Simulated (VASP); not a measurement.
# H7C16N in VASP: further runs

The runs below take H7C16N through single point, with LDA.

Everything below comes from runs of VASP 6.6.1. Logs are shortened: lines on timing, memory, paths and dates and some standing lists are left out, and cuts for length are marked.

### Step 1. The cell of the first run

The cell holds a slab with vacuum, 24 atoms: a = 5.049 Å, b = 5.049 Å, c = 16.776 Å, α = 90.00°, β = 90.00°, γ = 60.00°.

### Step 2. Single point, LDA

Input file INCAR:

```
SYSTEM = H7C16N
  PREC = Accurate
  ENCUT = 520
  EDIFF = 1E-7
  ISMEAR = -1
  SIGMA = 0.02
  LREAL = Auto
  LASPH = .True.
  NELM = 100
  ALGO = Normal
  ISIF = 2
  LWAVE = .False.
  LCHARG = .True.
  GGA = CA
  LELF = .True.
  LVHAR = .True.
  NBANDS = 56
```

Input file KPOINTS:

```
Automatic mesh
0
Gamma
  3 3 1
  0 0 0
```

Input file POSCAR:

```
H7C16N
1.0
    5.0487420000      0.0000000000      0.0000000000
    2.5243710000      4.3723390000      0.0000000000
    0.0000000000      0.0000000000     16.7764260000
H C N
7 16 1
Direct
    0.1666666650      0.1666666700      0.0596074500
    0.6666666650      0.1666666700      0.0596074500
    0.1666666300      0.6666667000      0.0596074500
    0.6666666700      0.6666667000      0.0596074500
    0.0089856560      0.4820286881      0.3425735805
    0.4960074515      0.5079850970      0.3409058657
    0.7564352235     -0.0128704471      0.3054503630
    0.1666666650      0.1666666700      0.1251756500
    0.6666666650      0.1666666700      0.1251756500
    0.1666666300      0.6666667000      0.1251756500
    0.6666666700      0.6666667000      0.1251756500
   -0.1666666950      0.3333333500      0.1558904800
    0.3333333450      0.3333333500      0.1558904800
   -0.1666666850      0.8333333700      0.1558904800
    0.3333333150      0.8333333700      0.1558904800
   -0.1611661492      0.3355126699      0.2472756786
    0.3256534792      0.3355126699      0.2472756786
   -0.1622344319      0.8244688638      0.2526781155
    0.3413508387      0.8172983225      0.2417633576
    0.0537229446      0.0178342901      0.2838331612
    0.4284427653      0.0178342901      0.2838331612
   -0.0048817028      0.5097634056      0.2770334216
    0.5060127605      0.4879744790      0.2752784885
    0.2336902137      0.0326195726      0.3508121913
```

Potentials or basis: VASP PAW LDA potentials, release 64 (H, C, N).

Run with:

```console
$ cat potpaw_LDA.64/H/POTCAR potpaw_LDA.64/C/POTCAR potpaw_LDA.64/N/POTCAR > POTCAR
$ mpirun -np 1 vasp_std > vasp.out
```

OUTCAR:

```text
SYSTEM = H7C16N
   PREC = Accurate
   ENCUT = 520
   EDIFF = 1E-7
   ISMEAR = -1
   LREAL = Auto
   LASPH = .True.
   NELM = 100
   ISIF = 2
   GGA = CA

 ion  position               nearest neighbor table
   1  0.167  0.167  0.060-   8 1.10
   2  0.667  0.167  0.060-   9 1.10
   3  0.167  0.667  0.060-  10 1.10
   4  0.667  0.667  0.060-  11 1.10
   5  0.009  0.482  0.343-  22 1.11
   6  0.496  0.508  0.341-  23 1.10
   7  0.756  0.987  0.305-  18 1.14
   8  0.167  0.167  0.125-   1 1.10  15 1.55  13 1.55  12 1.55
   9  0.667  0.167  0.125-   2 1.10  14 1.55  12 1.55  13 1.55
  10  0.167  0.667  0.125-   3 1.10  14 1.55  15 1.55  13 1.55
  11  0.667  0.667  0.125-   4 1.10  14 1.55  15 1.55  12 1.55
  12  0.833  0.333  0.156-  16 1.53   9 1.55  11 1.55   8 1.55
  13  0.333  0.333  0.156-  17 1.53   9 1.55  10 1.55   8 1.55
  14  0.833  0.833  0.156-   9 1.55  11 1.55  10 1.55  18 1.62
  15  0.333  0.833  0.156-  19 1.44   8 1.55  10 1.55  11 1.55
  16  0.839  0.336  0.247-  22 1.53  23 1.53  12 1.53  20 1.54
  17  0.326  0.336  0.247-  22 1.53  23 1.53  13 1.53  21 1.54
  18  0.838  0.824  0.253-   7 1.14  22 1.44  14 1.62  21 1.87  20 1.87
  19  0.341  0.817  0.242-  15 1.44  20 1.47  21 1.47  23 1.55
  20  0.054  0.018  0.284-  24 1.47  19 1.47  16 1.54  18 1.87  21 1.89
  21  0.428  0.018  0.284-  24 1.47  19 1.47  17 1.54  18 1.87  20 1.89
  22  0.995  0.510  0.277-   5 1.11  18 1.44  17 1.53  16 1.53
  23  0.506  0.488  0.275-   6 1.10  16 1.53  17 1.53  19 1.55
  24  0.234  0.033  0.351-  21 1.47  20 1.47

  LATTYP: Found a hexagonal cell.
 ALAT       =     5.0487421480
 C/A-ratio  =     3.3228922192

  Lattice vectors:

 A1 = (  -2.5243710000,  -4.3723390000,   0.0000000000)
 A2 = (   5.0487420000,   0.0000000000,   0.0000000000)
 A3 = (   0.0000000000,   0.0000000000,  16.7764260000)

Analysis of symmetry for initial positions (statically):
=====================================================================
 Subroutine PRICEL returns:
 Original cell was already a primitive cell.

 Routine SETGRP: Setting up the symmetry group for a
 hexagonal supercell.

 Subroutine GETGRP returns: Found  2 space group operations
 (whereof  1 operations were pure point group operations)
 out of a pool of 24 trial point group operations.

The static configuration has the point symmetry C_1 .
 The point group associated with its full space group is C_1h.

Analysis of symmetry for dynamics (positions and initial velocities):
=====================================================================
 Subroutine PRICEL returns:
 Original cell was already a primitive cell.

 Routine SETGRP: Setting up the symmetry group for a
 hexagonal supercell.

[... 136 lines left out ...]
   POTIM  = 0.5000    time-step for ionic-motion
   TEBEG  =    0.0;   TEEND  =   0.0 temperature during run
   PSTRESS=    0.0 pullay stress
   NELECT =      76.0000    total number of electrons
   NUPDOWN=      -1.0000    fix difference up-down
   EMIN   =  10.00;   EMAX   =-10.00  energy-range for DOS
   EFERMI =   0.00;   METHOD = LEGACY
   ISMEAR =    -1;   SIGMA  =   0.02  broadening in eV -4-tet -1-fermi 0-gaus
   EFERMI_NEDOS =   21; number of points for ismear=-14 and -15
   IALGO  =     38    algorithm
   IMIX   =      4    mixing-type and parameters
     AMIX     =   0.40;   BMIX     =  1.00
     AMIX_MAG =   1.60;   BMIX_MAG =  1.00
  volume/ion in A,a.u.               =      15.43       104.13
  Fermi-wavevector in a.u.,A,eV,Ry     =   0.965637  1.824789 12.686817  0.932455
  Thomas-Fermi vector in A             =   2.095371
   LORBIT       =      0    0 simple, 1 ext, 2 COOP (PROOUT), +10 PAW based schemes
   GGA     = CA    functional components
   LHFCALC =     F    Hartree Fock is set to
   AEXX    =    0.0000 exact exchange contribution
   IVDW    =     0    specifies the selected vdW correction
   LEPSILON=     F    determine dielectric tensor
   LRPA    =     F    only Hartree local field effects (RPA)
 non-spin polarized calculation
  energy-cutoff  :      520.00
  volume of cell :      370.34
 maximum number of plane-waves:      9984
 NGX is ok and might be reduce to    40
   NGX = 19   NGY = 19   NGZ = 63

 number of electron      76.0000000 magnetization

 Free energy of the ion-electron system (eV)
  ---------------------------------------------------
  ext. energy  EPLUGINS =         0.00000000
  ---------------------------------------------------
  free energy    TOTEN  =      -188.47544840 eV

  energy without entropy =     -188.47544840  energy(sigma->0) =     -188.47544840

 E-fermi :   0.1975     XC(G=0):  -5.1301

 val. band max:       -0.2510096192   @ k =  -0.3333   0.3333   0.0000
 cond. band min:       1.0639335287   @ k =   0.0000   0.0000   0.0000
 fundamental gap:      1.3149431479
 Fermi energy:         0.1974929274

 k-point     1 :       0.0000    0.0000    0.0000
  band No.  band energies     occupation
      1     -21.7363      2.00000
      2     -19.6699      2.00000
      3     -17.2874      2.00000
      4     -15.8272      2.00000
      5     -15.7630      2.00000
      6     -15.7279      2.00000
[... 201 lines left out ...]
     49       6.6366      0.00000
     50       6.6564      0.00000
 [bands above 50 left out]

------------------------ aborting loop because EDIFF is reached ----------------------------------------

  FORCE on cell =-STRESS in cart. coord.  units (eV):
  Direction    XX          YY          ZZ          XY          YZ          ZX
  --------------------------------------------------------------------------------------
  -------------------------------------------------------------------------------------
  Total       -3.3572693      3.0402080     -0.4693877      0.0000000      0.0820993      0.0000000
  in kB      -14.5244705     13.1527762     -2.0307004      0.0000000      0.3551841      0.0000000
  external PRESSURE =      -1.1341315 kB  Pullay stress =       0.0000000 kB

 VOLUME and BASIS-vectors are now :
 -----------------------------------------------------------------------------
  energy-cutoff  :      520.00
  volume of cell :      370.34
      direct lattice vectors                 reciprocal lattice vectors
     5.048742000  0.000000000  0.000000000     0.198069143 -0.114355268  0.000000000
     2.524371000  4.372339000  0.000000000     0.000000000  0.228710537  0.000000000
     0.000000000  0.000000000 16.776426000     0.000000000  0.000000000  0.059607452

 POSITION                                       TOTAL-FORCE (eV/Angst)
 -----------------------------------------------------------------------------------
      1.26219      0.72872      1.00000         0.000000     -0.047588     -0.345223
      3.78656      0.72872      1.00000         0.000000     -0.005341     -0.346465
      2.52437      2.91489      1.00000        -0.129037      0.037679     -0.325692
      5.04874      2.91489      1.00000         0.129037      0.037679     -0.325692
      1.26219      2.10759      5.74716         0.000000     -0.004659      0.047378
      3.78656      2.22108      5.71918         0.000000      0.003164      0.056025
[... 16 lines left out ...]
      3.78656      2.13359      4.61819         0.000000      0.016782     -0.000056
      1.26219      0.14262      5.88537         0.000000      0.027020      0.211699
 -----------------------------------------------------------------------------------
    total drift:                                0.000000     -0.010055     -0.075966

  FREE ENERGIE OF THE ION-ELECTRON SYSTEM (eV)
  ---------------------------------------------------
  free  energy   TOTEN  =      -188.4754483992 eV

  energy  without entropy=     -188.4754483991  energy(sigma->0) =     -188.47544840
```

OSZICAR:

```text
N       E                     dE             d eps       ncg     rms          rms(c)
DAV:   1     0.519392448545E+03    0.51939E+03   -0.33724E+04   448   0.114E+03
DAV:   2    -0.132118407074E+03   -0.65151E+03   -0.61910E+03   632   0.279E+02
DAV:   3    -0.198714270655E+03   -0.66596E+02   -0.65963E+02   584   0.892E+01
[... 17 lines left out ...]
DAV:  21    -0.188475438383E+03   -0.13421E-04   -0.49631E-07   456   0.194E-03    0.440E-04
DAV:  22    -0.188475444788E+03   -0.64047E-05   -0.22937E-07   408   0.118E-03    0.238E-04
DAV:  23    -0.188475447554E+03   -0.27657E-05   -0.11174E-07   400   0.744E-04    0.144E-04
DAV:  24    -0.188475448306E+03   -0.75176E-06   -0.44600E-08   408   0.526E-04    0.909E-05
DAV:  25    -0.188475448399E+03   -0.93662E-07   -0.12341E-08   400   0.281E-04
   1 F= -.18847545E+03 E0= -.18847545E+03  d E =-.391147E-10
```

stdout:

```text
POSCAR found type information on POSCAR H C N
 POSCAR found :  3 types and      24 ions
 scaLAPACK will be used
 LDA part: xc-table for (Slater(with rela. corr.)+CA(PZ))
 , standard interpolation
 POSCAR, INCAR and KPOINTS ok, starting setup
 FFT: planning ... GRIDC
 FFT: planning ... GRID_SOFT
 FFT: planning ... GRID
 WAVECAR not read
 entering main loop
```

Wall time 1.8 min (1 thread of Intel Xeon 6975P-C (Granite Rapids), shared host); peak memory 0.37 GiB.

Results:

- Free energy: -188.4754 eV
- Largest force: 3.291 eV/Å
- Band gap on the k mesh: 1.31 eV (least direct gap 1.65 eV)

Forces in eV/Å, atoms in the order of the input:
```
H    0.000 -0.048 -0.345
H    0.000 -0.005 -0.346
H   -0.129  0.038 -0.326
H    0.129  0.038 -0.326
H    0.000 -0.005  0.047
H    0.000  0.003  0.056
H    0.000  0.025  0.041
C    0.000  0.105  1.293
C    0.000  0.043  1.648
C    0.070 -0.102  1.569
C   -0.070 -0.102  1.569
C    0.293 -0.390 -1.038
C   -0.293 -0.390 -1.038
C    0.000  1.314  0.316
C    0.000 -0.505 -3.252
C   -0.006 -0.009  0.017
C    0.006 -0.009  0.017
C    0.000  0.027 -0.038
C    0.000 -0.052 -0.015
C   -0.133 -0.002 -0.042
C    0.133 -0.002 -0.042
C    0.000 -0.015  0.025
C    0.000  0.017  0.000
N    0.000  0.027  0.212
```

Caveat: the k points lie up to 0.48 Å⁻¹ apart.

### Step 3. Single point, LDA

Input file INCAR:

```
ALGO = Normal
EDIFF = 1E-6
ENCUT = 520
GGA = CA
ISIF = 2
ISMEAR = -1
LASPH = T
LCHARG = F
LREAL = Auto
LWAVE = F
NBANDS = 56
NELM = 100
PREC = Accurate
SIGMA = 0.02
```

Input file KPOINTS:

```
k-points
0
Gamma
  3 3 1
```

Input file POSCAR:

```
H7C16N
1.0
    5.0487420000      0.0000000000      0.0000000000
    2.5243710000      4.3723390000      0.0000000000
    0.0000000000      0.0000000000     16.7764260000
H C N
7 16 1
Direct
    0.1666667848      0.1666666285      0.0596074516
    0.6666667848      0.1666666285      0.0596074516
    0.1666666285      0.6666667429      0.0596074516
    0.6666666285      0.6666667429      0.0596074516
    0.0089857358      0.4820287265      0.3425735613
    0.4960073583      0.5079850853      0.3409058640
    0.7564351293     -0.0128704568      0.3054503385
    0.1666667848      0.1666666285      0.1251756483
    0.6666667848      0.1666666285      0.1251756483
    0.1666666285      0.6666667429      0.1251756483
    0.6666666285      0.6666667429      0.1251756483
   -0.1666666285      0.3333332571      0.1558904739
    0.3333333715      0.3333332571      0.1558904739
   -0.1666665867      0.8333333715      0.1558904739
    0.3333332152      0.8333333715      0.1558904739
   -0.1611661634      0.3355126398      0.2472756712
    0.3256535236      0.3355126398      0.2472756712
   -0.1622344889      0.8244687798      0.2526781330
    0.3413507775      0.8172982470      0.2417633529
    0.0537229636      0.0178343902      0.2838331597
    0.4284426462      0.0178343902      0.2838331597
   -0.0048815558      0.5097633098      0.2770334397
    0.5060126438      0.4879745143      0.2752784771
    0.2336900952      0.0326196116      0.3508122052
```

Potentials or basis: VASP PAW LDA potentials, release 64 (H, C, N).

Run with:

```console
$ cat potpaw_LDA.64/H/POTCAR potpaw_LDA.64/C/POTCAR potpaw_LDA.64/N/POTCAR > POTCAR
$ mpirun -np 1 vasp_std > vasp.out
```

OUTCAR:

```text
EDIFF = 1E-6
   ENCUT = 520
   GGA = CA
   ISIF = 2
   ISMEAR = -1
   LASPH = T
   LREAL = Auto
   NELM = 100
   PREC = Accurate

 ion  position               nearest neighbor table
   1  0.167  0.167  0.060-   8 1.10
   2  0.667  0.167  0.060-   9 1.10
   3  0.167  0.667  0.060-  10 1.10
   4  0.667  0.667  0.060-  11 1.10
   5  0.009  0.482  0.343-  22 1.11
   6  0.496  0.508  0.341-  23 1.10
   7  0.756  0.987  0.305-  18 1.14
   8  0.167  0.167  0.125-   1 1.10  13 1.55  15 1.55  12 1.55
   9  0.667  0.167  0.125-   2 1.10  12 1.55  14 1.55  13 1.55
  10  0.167  0.667  0.125-   3 1.10  14 1.55  15 1.55  13 1.55
  11  0.667  0.667  0.125-   4 1.10  15 1.55  14 1.55  12 1.55
  12  0.833  0.333  0.156-  16 1.53   9 1.55   8 1.55  11 1.55
  13  0.333  0.333  0.156-  17 1.53   8 1.55   9 1.55  10 1.55
  14  0.833  0.833  0.156-  10 1.55   9 1.55  11 1.55  18 1.62
  15  0.333  0.833  0.156-  19 1.44  10 1.55   8 1.55  11 1.55
  16  0.839  0.336  0.247-  22 1.53  23 1.53  12 1.53  20 1.54
  17  0.326  0.336  0.247-  22 1.53  23 1.53  13 1.53  21 1.54
  18  0.838  0.824  0.253-   7 1.14  22 1.44  14 1.62  21 1.87  20 1.87
  19  0.341  0.817  0.242-  15 1.44  20 1.47  21 1.47  23 1.55
[... 225 lines left out ...]
      2     -19.6699      2.00000
      3     -17.2875      2.00000
      4     -15.8272      2.00000
      5     -15.7630      2.00000
      6     -15.7280      2.00000
[... 201 lines left out ...]
     49       6.6402      0.00000
     50       6.6622      0.00000
 [bands above 50 left out]

------------------------ aborting loop because EDIFF is reached ----------------------------------------

  FORCE on cell =-STRESS in cart. coord.  units (eV):
  Direction    XX          YY          ZZ          XY          YZ          ZX
  --------------------------------------------------------------------------------------
  -------------------------------------------------------------------------------------
  Total       -3.3571976      3.0402774     -0.4693180      0.0000000      0.0821035      0.0000000
  in kB      -14.5241602     13.1530762     -2.0303987      0.0000000      0.3552023      0.0000000
  external PRESSURE =      -1.1338276 kB  Pullay stress =       0.0000000 kB

 VOLUME and BASIS-vectors are now :
 -----------------------------------------------------------------------------
  energy-cutoff  :      520.00
  volume of cell :      370.34
      direct lattice vectors                 reciprocal lattice vectors
     5.048742000  0.000000000  0.000000000     0.198069143 -0.114355268  0.000000000
     2.524371000  4.372339000  0.000000000     0.000000000  0.228710537  0.000000000
     0.000000000  0.000000000 16.776426000     0.000000000  0.000000000  0.059607452

 POSITION                                       TOTAL-FORCE (eV/Angst)
 -----------------------------------------------------------------------------------
      1.26219      0.72872      1.00000         0.000000     -0.047588     -0.345229
      3.78656      0.72872      1.00000         0.000000     -0.005342     -0.346474
      2.52437      2.91489      1.00000        -0.129037      0.037678     -0.325702
      5.04874      2.91489      1.00000         0.129037      0.037678     -0.325702
      1.26219      2.10759      5.74716         0.000000     -0.004662      0.047404
      3.78656      2.22108      5.71918         0.000000      0.003162      0.056024
[... 16 lines left out ...]
      3.78656      2.13359      4.61819         0.000000      0.016772     -0.000045
      1.26219      0.14262      5.88538         0.000000      0.027024      0.211668
 -----------------------------------------------------------------------------------
    total drift:                               -0.002185     -0.010047     -0.075954

  FREE ENERGIE OF THE ION-ELECTRON SYSTEM (eV)
  ---------------------------------------------------
  free  energy   TOTEN  =      -188.4754491488 eV

  energy  without entropy=     -188.4754491488  energy(sigma->0) =     -188.47544915
```

Run time: 1.7 min. Hardware: 1 thread of Intel Xeon 6975P-C (Granite Rapids), shared host; peak memory 0.37 GiB.

What came out:

```
Free energy            : -188.4754 eV
Largest force          : 3.291 eV/Å
Band gap on the k mesh : 1.31 eV (least direct gap 1.65 eV)
```

Forces in eV/Å, atoms in the order of the input:
```
H    0.000 -0.048 -0.345
H    0.000 -0.005 -0.346
H   -0.129  0.038 -0.326
H    0.129  0.038 -0.326
H    0.000 -0.005  0.047
H    0.000  0.003  0.056
H    0.000  0.025  0.041
C    0.000  0.105  1.293
C    0.000  0.043  1.648
C    0.070 -0.102  1.569
C   -0.070 -0.102  1.569
C    0.293 -0.390 -1.038
C   -0.293 -0.390 -1.038
C    0.000  1.314  0.316
C    0.000 -0.505 -3.252
C   -0.006 -0.009  0.017
C    0.006 -0.009  0.017
C    0.000  0.027 -0.038
C    0.000 -0.052 -0.015
C   -0.133 -0.002 -0.042
C    0.133 -0.002 -0.042
C    0.000 -0.015  0.025
C    0.000  0.017  0.000
N    0.000  0.027  0.212
```

Levels at points of the mesh, in eV from the valence-band top:
```tsv
k point	band 36	band 37	band 38	band 39	band 40	band 41
(0.00, 0.00, 0.00)	-1.67	-0.46	-0.34	1.31	2.30	2.98
```

Caveat: the k points lie up to 0.48 Å⁻¹ apart.

(Part 1 of 2 ends here.)
